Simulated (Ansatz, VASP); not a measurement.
**Two plane-wave programs on SrCl2**

Contents of POSCAR:

```
SrCl2
1.0
    0.0000000000      3.7643400000      3.7643400000
    3.7643400000      0.0000000000      3.7643400000
    3.7643400000      3.7643400000      0.0000000000
Sr Cl
1 2
Direct
    0.0000000000      0.0000000000      0.0000000000
    0.2500000000      0.2500000000      0.2500000000
    0.7500000000      0.7500000000      0.7500000000
```

INCAR.step1

```
  PREC = Accurate
  ENCUT = 520
  ISMEAR = 0
  SIGMA = 0.05
  LREAL = False
  LASPH = True
  NELM = 100
  NBANDS = 19
  GGA = PE
  ALGO = Normal
  EDIFF = 1E-4
  LWAVE = True
  LCHARG = False
```

Contents of INCAR.step2:

```
  PREC = Accurate
  ENCUT = 520
  EDIFF = 1E-6
  ISMEAR = 0
  SIGMA = 0.05
  LREAL = False
  LASPH = True
  NELM = 100
  ALGO = Normal
  ISIF = 2
  LWAVE = False
  LCHARG = False
  METAGGA = R2SCAN
  LMIXTAU = True
  NBANDS = 19
  ISTART = 1
```

KPOINTS

```
regular mesh
0
Gamma
  6 6 6
```

Input for Ansatz:

```yaml
crystal:
  lattice:
    - [0.0, 3.76434, 3.76434]
    - [3.76434, 0.0, 3.76434]
    - [3.76434, 3.76434, 0.0]
  atoms:
    - { symbol: Sr, position: [0.0, 0.0, 0.0] }
    - { symbol: Cl, position: [0.25, 0.25, 0.25] }
    - { symbol: Cl, position: [0.75, 0.75, 0.75] }
basis:
  ecutwfc: 500
kpoints:
  mp_grid: { grid: [6, 6, 6] }
hamiltonian:
  xc: r2scan
scf:
  occupations: { method: gaussian, width: 0.05 }
output:
  forces: true
  stress: true
  eigenvalues: true
  write_density: true
  write_potential: true
  elf: true
  volumetric_format: npy
```

Change from the starting cell: strain +0.080 along x and y, +0.080 along z, atoms carried along.

Alike in both runs: task single point; functional r2SCAN; k mesh 6 × 6 × 6; occupations gaussian, width 0.05 eV; no spin polarisation.

|  | VASP | Ansatz |
| --- | --- | --- |
| version | VASP 6.6.1 | Ansatz 0.2.0 |
| potentials or method | VASP PAW PBE potentials, release 64 (Sr_sv, Cl), cutoff 520 eV | scalar-relativistic, plane waves, PAW |
| valence electrons in the cell | 24 | 24 |

|  | VASP | Ansatz | Ansatz less VASP |
| --- | --- | --- | --- |
| gap on the k mesh at the Fermi level (eV) | 5.16 | 5.15 | -0.004 |
| least direct gap on the mesh (eV) | 5.42 | 5.41 | -0.005 |
| pressure (GPa) | -5.0 | -5.0 | +0.01 |

VASP's potentials were made for PBE, not for r2SCAN.
